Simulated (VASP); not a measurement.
# O (R-3m) in VASP: notebook

Runs on O. Level: PBEsol. Tasks: electric field gradients.

Program: VASP 6.6.1. These are calculated values, not measurements. Logs are shortened: lines on timing, memory, paths and dates and some standing lists are left out, and cuts for length are marked.

## (1) The cell of the first run

Symmetry: R-3m, No. 166, trigonal system. The conventional cell has a = 2.847 Å, b = 2.847 Å, c = 10.020 Å, α = 90.00°, β = 90.00°, γ = 120.00°. Within 1.6 Å of O (site symmetry 3m) lie 1 O at 1.16 Å.

## (2) Electric field gradients, PBEsol (zz strain of -2 %)

Contents of INCAR:

```
ALGO = Normal
EDIFF = 1E-8
ENCUT = 520
GGA = PS
ISIF = 2
ISMEAR = -1
LASPH = True
LCHARG = False
LEFG = True
LREAL = False
LWAVE = False
NBANDS = 13
NELM = 60
PREC = Accurate
SIGMA = 0.02
```

Contents of KPOINTS:

```
k-points
0
Gamma
  10 10 10
```

Contents of POSCAR:

```
O
1.0
    1.4233490221      0.8217709410      3.3401340000
   -1.4233490221      0.8217709410      3.3401340000
    0.0000000000     -1.6435418821      3.3401340000
O
2
Direct
    0.0577000000      0.0577000000      0.0577000000
    0.9423000000      0.9423000000      0.9423000000
```

Potentials or basis: VASP PAW PBE potentials, release 64 (O).

Run with:

```sh
$ cat potpaw_PBE.64/O/POTCAR > POTCAR
$ mpirun -np 1 vasp_std > vasp.out
```

OUTCAR:

```text
EDIFF = 1E-8
   ENCUT = 520
   GGA = PS
   ISIF = 2
   ISMEAR = -1
   LASPH = True
   LREAL = False
   NELM = 60
   PREC = Accurate

 ion  position               nearest neighbor table
   1  0.058  0.058  0.058-   2 1.16
   2  0.942  0.942  0.942-   1 1.16

  LATTYP: Found a trigonal (rhomboedric) cell.
 ALAT       =     3.7225965476
 COS(alpha) =     0.7076111078

  Lattice vectors:

 A1 = (   1.4233490221,   0.8217709410,   3.3401340000)
 A2 = (  -1.4233490221,   0.8217709410,   3.3401340000)
 A3 = (   0.0000000000,  -1.6435418821,   3.3401340000)

Analysis of symmetry for initial positions (statically):
=====================================================================
 Subroutine PRICEL returns:
 Original cell was already a primitive cell.

 Routine SETGRP: Setting up the symmetry group for a
 trigonal (rhombohedral) supercell.

 Subroutine GETGRP returns: Found 12 space group operations
 (whereof 12 operations were pure point group operations)
 out of a pool of 12 trial point group operations.

The static configuration has the point symmetry D_3d.

Analysis of symmetry for dynamics (positions and initial velocities):
=====================================================================
 Subroutine PRICEL returns:
 Original cell was already a primitive cell.

 Routine SETGRP: Setting up the symmetry group for a
 trigonal (rhombohedral) supercell.

 Subroutine GETGRP returns: Found 12 space group operations
 (whereof 12 operations were pure point group operations)
 out of a pool of 12 trial point group operations.

The dynamic configuration has the point symmetry D_3d.

 Subroutine INISYM returns: Found 12 space group operations
 (whereof 12 operations are pure point group operations),
 and found     1 'primitive' translations

----------------------------------------------------------------------------------------

                                     Primitive cell

  volume of cell :      23.4411

  direct lattice vectors                    reciprocal lattice vectors
     1.423349022  0.821770941  3.340134000     0.351284184  0.202814018  0.099796395
    -1.423349022  0.821770941  3.340134000    -0.351284184  0.202814018  0.099796395
     0.000000000 -1.643541882  3.340134000     0.000000000 -0.405628037  0.099796395

  length of vectors
     3.722596548  3.722596548  3.722596548     0.417724101  0.417724101  0.417724101

  position of ions in fractional coordinates (direct lattice)
     0.057700000  0.057700000  0.057700000
     0.942300000  0.942300000  0.942300000

  ion indices of the primitive-cell ions
   primitive index   ion index
                 1           1
                 2           2

----------------------------------------------------------------------------------------

 KPOINTS: k-points

Automatic generation of k-mesh.
 Grid dimensions read from file:
 generate k-points for:   10   10   10

 Generating k-lattice:

  Cartesian coordinates                     Fractional coordinates (reciprocal lattice)
     0.035128418  0.020281402  0.009979640     0.100000000  0.000000000  0.000000000
    -0.035128418  0.020281402  0.009979640     0.000000000  0.100000000  0.000000000
     0.000000000 -0.040562804  0.009979640     0.000000000  0.000000000  0.100000000

  Length of vectors
     0.041772410  0.041772410  0.041772410

  Shift w.r.t. Gamma in fractional coordinates (k-lattice)
     0.000000000  0.000000000  0.000000000

 Subroutine IBZKPT returns following result:
 ===========================================

 Found    116 irreducible k-points:

 Following reciprocal coordinates:
            Coordinates               Weight
  0.000000  0.000000  0.000000      1.000000
  0.100000  0.000000 -0.000000      6.000000
  0.200000  0.000000 -0.000000      6.000000
  0.300000  0.000000  0.000000      6.000000
  0.400000  0.000000  0.000000      6.000000
  0.500000 -0.000000 -0.000000      3.000000
[... 16 lines left out ...]
  0.300000  0.300000  0.000000      6.000000
  0.400000  0.300000 -0.000000     12.000000
 [... further k-points ...]
   k-points           NKPTS =    116   k-points in BZ     NKDIM =    116   number of bands    NBANDS=     13
   number of dos      NEDOS =    301   number of ions     NIONS =      2
   total plane-waves  NPLWV =  21952
   dimension x,y,z NGX =    28 NGY =   28 NGZ =   28
   dimension x,y,z NGXF=    56 NGYF=   56 NGZF=   56
   ions per type =               2
   NGX,Y,Z   is equivalent  to a cutoff of  12.50, 12.50, 12.50 a.u.
   NGXF,Y,Z  is equivalent  to a cutoff of  25.01, 25.01, 25.01 a.u.
 SYSTEM =  unknown system
   PREC   = accura    normal or accurate (medium, high low for compatibility)
   ISTART =      0    job   : 0-new  1-cont  2-samecut
   ICHARG =      2    charge: 1-file 2-atom 10-const
   ISPIN  =      1    spin polarized calculation?
   LNONCOLLINEAR =      F non collinear calculations
   LSORBIT =      F    spin-orbit coupling
   LASPH  =      T    aspherical Exc in radial PAW
   ENCUT  =  520.0 eV  38.22 Ry    6.18 a.u.   6.92  6.92  6.92*2*pi/ulx,y,z
   NELM   =     60;   NELMIN=  2; NELMDL= -5     # of ELM steps
   EDIFF  = 0.1E-07   stopping-criterion for ELM
   LREAL  =      F    real-space projection
   EDIFFG = 0.1E-06   stopping-criterion for IOM
   NSW    =      0    number of steps for IOM
   IBRION =     -1    ionic relax: 0-MD 1-quasi-New 2-CG
   NFREE  =      0    steps in history (QN), initial steepest desc. (CG)
   ISIF   =      2    stress and relaxation
   ISYM   =      2    0-nonsym 1-usesym 2-fastsym
   POTIM  = 0.5000    time-step for ionic-motion
   TEBEG  =    0.0;   TEEND  =   0.0 temperature during run
   PSTRESS=    0.0 pullay stress
   NELECT =      12.0000    total number of electrons
   NUPDOWN=      -1.0000    fix difference up-down
   EMIN   =  10.00;   EMAX   =-10.00  energy-range for DOS
   EFERMI =   0.00;   METHOD = LEGACY
   ISMEAR =    -1;   SIGMA  =   0.02  broadening in eV -4-tet -1-fermi 0-gaus
   EFERMI_NEDOS =   21; number of points for ismear=-14 and -15
   IALGO  =     38    algorithm
   IMIX   =      4    mixing-type and parameters
     AMIX     =   0.40;   BMIX     =  1.00
     AMIX_MAG =   1.60;   BMIX_MAG =  1.00
  volume/ion in A,a.u.               =      11.72        79.09
  Fermi-wavevector in a.u.,A,eV,Ry     =   1.309612  2.474809 23.335146  1.715085
  Thomas-Fermi vector in A             =   2.440199
   LORBIT       =      0    0 simple, 1 ext, 2 COOP (PROOUT), +10 PAW based schemes
   GGA     = PS    functional components
   LHFCALC =     F    Hartree Fock is set to
   AEXX    =    0.0000 exact exchange contribution
   IVDW    =     0    specifies the selected vdW correction
   LEPSILON=     F    determine dielectric tensor
   LRPA    =     F    only Hartree local field effects (RPA)
 non-spin polarized calculation
  energy-cutoff  :      520.00
  volume of cell :       23.44
 maximum number of plane-waves:       643
   NGX = 13   NGY = 13   NGZ = 13

 number of electron      11.9999998 magnetization

 Free energy of the ion-electron system (eV)
  ---------------------------------------------------
  ext. energy  EPLUGINS =         0.00000000
  ---------------------------------------------------
  free energy    TOTEN  =        -9.69442803 eV

  energy without entropy =       -9.69294455  energy(sigma->0) =       -9.69368629

 E-fermi :   0.7142     XC(G=0):  -9.5215

 val. band max:        0.6653712826   @ k =  -0.4000   0.1000   0.0000
 cond. band min:       0.7247500357   @ k =   0.5000   0.5000   0.3000
 fundamental gap:      0.0593787531
 Fermi energy:         0.7141763992

 k-point     1 :       0.0000    0.0000    0.0000
  band No.  band energies     occupation
      1     -28.2340      2.00000
      2     -12.9759      2.00000
      3      -8.8099      2.00000
      4      -6.3769      2.00000
      5      -6.3769      2.00000
      6       1.2706      0.00000
      7       1.2706      0.00000
      8       8.6538      0.00000
      9      13.0001      0.00000
     10      15.6816      0.00000
     11      19.6452      0.00000
     12      21.5948      0.00000
     13      21.5948      0.00000

 k-point     2 :       0.1000    0.0000   -0.0000
  band No.  band energies     occupation
      1     -28.2021      2.00000
      2     -12.9697      2.00000
      3      -8.7555      2.00000
      4      -6.5308      2.00000
      5      -6.4141      2.00000
      6       1.1300      0.00000
      7       1.2197      0.00000
      8       8.9673      0.00000
      9      13.0091      0.00000
     10      15.6749      0.00000
     11      19.6319      0.00000
     12      20.3885      0.00000
     13      21.9860      0.00000

 k-point     3 :       0.2000    0.0000   -0.0000
  band No.  band energies     occupation
      1     -28.1183      2.00000
      2     -12.9496      2.00000
      3      -8.6357      2.00000
      4      -6.8965      2.00000
      5      -6.5099      2.00000
      6       0.7831      0.06180
      7       1.0883      0.00000
      8       9.7626      0.00000
      9      12.9866      0.00000
     10      15.7998      0.00000
     11      17.7033      0.00000
     12      20.9878      0.00000
     13      22.1627      0.00000
[... 305 lines left out ...]
 k-point    23 :       0.3000    0.3000    0.0000
  band No.  band energies     occupation
      1     -27.9962      2.00000
      2     -13.2346      2.00000
      3      -8.2602      2.00000
      4      -6.9349      2.00000
      5      -6.7750      2.00000
      6      -0.0033      2.00000
      7       1.3319      0.00000
      8      10.3322      0.00000
      9      12.9678      0.00000
     10      15.2115      0.00000
     11      16.3160      0.00000
     12      20.4556      0.00000
     13      22.8144      0.00000

 k-point    24 :       0.4000    0.3000   -0.0000
  band No.  band energies     occupation
      1     -27.9347      2.00000
      2     -13.2302      2.00000
      3      -8.2755      2.00000
      4      -6.9891      2.00000
      5      -6.8951      2.00000
      6      -0.2311      2.00000
      7       1.2338      0.00000
      8      10.7463      0.00000
      9      12.9777      0.00000
     10      15.3144      0.00000
     11      15.9102      0.00000
     12      20.0131      0.00000
     13      22.4916      0.00000

 [... further k-points ...]
[... 5 lines left out ...]
  --------------------------------------------------------------------------------------
  -------------------------------------------------------------------------------------
  Total       -1.2979678     -1.2979678      8.4069873      0.0000000     -0.0000000     -0.0000000
  in kB      -88.7150262    -88.7150262    574.6106176      0.0000000     -0.0000000     -0.0000000
  external PRESSURE =     132.3935217 kB  Pullay stress =       0.0000000 kB

 VOLUME and BASIS-vectors are now :
 -----------------------------------------------------------------------------
  energy-cutoff  :      520.00
  volume of cell :       23.44
      direct lattice vectors                 reciprocal lattice vectors
     1.423349022  0.821770941  3.340134000     0.351284184  0.202814018  0.099796395
    -1.423349022  0.821770941  3.340134000    -0.351284184  0.202814018  0.099796395
     0.000000000 -1.643541882  3.340134000     0.000000000 -0.405628037  0.099796395

 POSITION                                       TOTAL-FORCE (eV/Angst)
 -----------------------------------------------------------------------------------
      0.00000     -0.00000      0.57818         0.000000     -0.000000      6.582859
      0.00000     -0.00000      9.44222         0.000000      0.000000     -6.582859
 -----------------------------------------------------------------------------------
    total drift:                                0.000000     -0.000000      0.000000

  FREE ENERGIE OF THE ION-ELECTRON SYSTEM (eV)
  ---------------------------------------------------
  free  energy   TOTEN  =        -9.6944280263 eV

  energy  without entropy=       -9.6929445546  energy(sigma->0) =       -9.69368629

 Electric field gradients (V/A^2)
---------------------------------------------------------------------
 ion       V_xx      V_yy      V_zz      V_xy      V_xz      V_yz
---------------------------------------------------------------------
   1     -54.451   -54.451   108.901    -0.000     0.000     0.000
   2     -54.451   -54.451   108.901     0.000    -0.000     0.000
---------------------------------------------------------------------

 Electric field gradients after diagonalization (V/A^2)
 (convention: |V_zz| > |V_xx| > |V_yy|)
----------------------------------------------------------------------
 ion       V_xx      V_yy      V_zz     asymmetry (V_yy - V_xx)/ V_zz
----------------------------------------------------------------------
   1     -54.451   -54.451   108.901       0.000
   2     -54.451   -54.451   108.901       0.000
----------------------------------------------------------------------

           NMR quadrupolar parameters

 Cq : quadrupolar parameter    Cq=e*Q*V_zz/h
 eta: asymmetry parameters     (V_yy - V_xx)/ V_zz
 Q  : nuclear electric quadrupole moment in mb (millibarn)
----------------------------------------------------------------------
 ion       Cq(MHz)       eta       Q (mb)
----------------------------------------------------------------------
   1       0.263       0.000       1.000
   2       0.263       0.000       1.000
----------------------------------------------------------------------
```

It took 34 s on 1 thread of AMD EPYC 9R14 (Zen 4), shared host; peak memory 0.13 GiB.

What came out:

- Free energy: -9.6944 eV
- Pressure: 13.2 GPa
- Largest force: 6.583 eV/Å
- Band gap on the k mesh: zero (band 6 reaches 1.55 eV, above the bottom of band 7 at 0.24 eV)

Forces in eV/Å, atoms in the order of the input:
```
O    0.000  0.000  6.583
O    0.000  0.000 -6.583
```

Stress tensor (GPa, compression positive):
```
-8.87  0.00  0.00
 0.00 -8.87  0.00
 0.00  0.00 57.46
```

Levels at points of the mesh, in eV from the Fermi level:
```tsv
k point	band 4	band 5	band 6	band 7	band 8	band 9
(0.00, 0.00, 0.00)	-7.09	-7.09	0.56	0.56	7.94	12.29
(0.50, 0.00, 0.00)	-8.17	-7.47	-0.70	0.04	10.78	12.30
(0.50, 0.50, 0.00)	-7.69	-7.50	-1.39	0.66	10.58	11.26
(0.50, 0.50, 0.50)	-7.20	-7.20	0.84	0.84	8.11	8.35
```

Electric field gradients, principal values (V/Å²):
| atom | least | middle | greatest (by size) |
| --- | --- | --- | --- |
| 1 O | -54.451 | -54.451 | 108.901 |
| 2 O | -54.451 | -54.451 | 108.901 |

Caveat: the cell differs from its parent crystal (zz strain of -2 %); the standard files for N, O and F lose accuracy on very short bonds; spin is off for a triplet molecule; without QUAD_EFG the Cq values of the log hold for a quadrupole moment of 1 mb, not for the nuclei; the PAW data sets were made with another functional, which shifts forces and pressure a little.

(Part 1 of 3 ends here.)
